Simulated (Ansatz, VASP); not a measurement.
Two plane-wave programs on Si

```
Si
1.0
     4.13782    0.00000    0.00000
    -2.06891    3.58346    0.00000
     0.00000    0.00000    6.58593
Si
4
Cartesian
  0.0000 2.3890 0.4150
  2.0689 1.1945 3.7079
  0.0000 2.3890 2.8780
  2.0689 1.1945 6.1710
```

Change from the starting cell: strain +0.080 along x and y, +0.040 along z, atoms carried along.

Alike in both runs: task single point; functional LDA; k mesh 12 × 12 × 6; occupations gaussian, width 0.03 eV; no spin polarisation.

```csv
,VASP,Ansatz
version,VASP 6.6.1,Ansatz 0.2.0
potentials or method,"VASP PAW LDA potentials, release 64 (Si), cutoff 520 eV","scalar-relativistic, plane waves, PAW"
valence electrons in the cell,16,16
```

Ansatz gave:

| Quantity | Value |
| --- | --- |
| gap on the k mesh at the Fermi level (eV) | 0.06 |
| least direct gap on the mesh (eV) | 0.06 |
| pressure (GPa) | -12.8 |
| traceless stress, the component that is largest in VASP (GPa) | 3.17 |
| rms of the force components (eV/Å) | 0.120 |

What did VASP give for the same quantities?

gap on the k mesh at the Fermi level (eV): 0.06; least direct gap on the mesh (eV): 0.06; pressure (GPa): -12.8; traceless stress, the component that is largest in VASP (GPa): 3.18; rms of the force components (eV/Å): 0.120.

LDA's correlation is that of Perdew and Zunger in VASP and of Perdew and Wang (1992) in Ansatz. Atom by atom the forces differ by 0.000 eV/Å (rms over components).
